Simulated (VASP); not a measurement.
Write the native input for VASP 6.6.1 that does the following.

| Quantity | Value |
| --- | --- |
| Task | single point |
| Functional | PBEsol |
| Potentials or basis | VASP PAW PBE potentials, release 64 (Be, S) |
| Cutoff | 520 eV |
| k mesh | 8 × 8 × 8 |
| Occupations | gaussian, width 0.01 eV |
| Spin | no spin polarisation |
| Dipole correction | no |
| Further INCAR settings | ALGO = Normal; EDIFF = 1e-07; NBANDS = 11 |

The structure of BeS lies in POSCAR:

```
BeS
1.0
    0.0000000000      2.4005033757      2.4005033757
    2.4005033757      0.0000000000      2.4005033757
    2.4005033757      2.4005033757      0.0000000000
Be S
1 1
Direct
    0.0000000000      0.0000000000      0.0000000000
    0.2500000000      0.2500000000      0.2500000000
```

One way to write it, as run:

INCAR

```
SYSTEM = BeS
  PREC = Accurate
  ENCUT = 520
  EDIFF = 1E-7
  ISMEAR = 0
  SIGMA = 0.01
  LREAL = .FALSE.
  LASPH = .TRUE.
  NELM = 60
  ALGO = Normal
  ISIF = 2
  LWAVE = .FALSE.
  LCHARG = .FALSE.
  GGA = PS
  NBANDS = 11
```

KPOINTS

```
Automatic mesh
0
G
  8 8 8
  0 0 0
```

Potentials or basis: VASP PAW PBE potentials, release 64 (Be, S).

Run with:

```sh
$ cat potpaw_PBE.64/Be/POTCAR potpaw_PBE.64/S/POTCAR > POTCAR
$ mpirun -np 1 vasp_std > vasp.out
```

It gave:

The pressure is 2.5 GPa and the band gap on the k mesh is 2.86 eV, indirect (least direct gap 5.59 eV).

Caveat: the PAW data sets were made with another functional, which shifts forces and pressure a little.

Run time: 7.3 s on 1 thread of Intel(R) Xeon(R) Platinum 8488C (Sapphire Rapids) (shared host), peak memory 0.15 GiB.
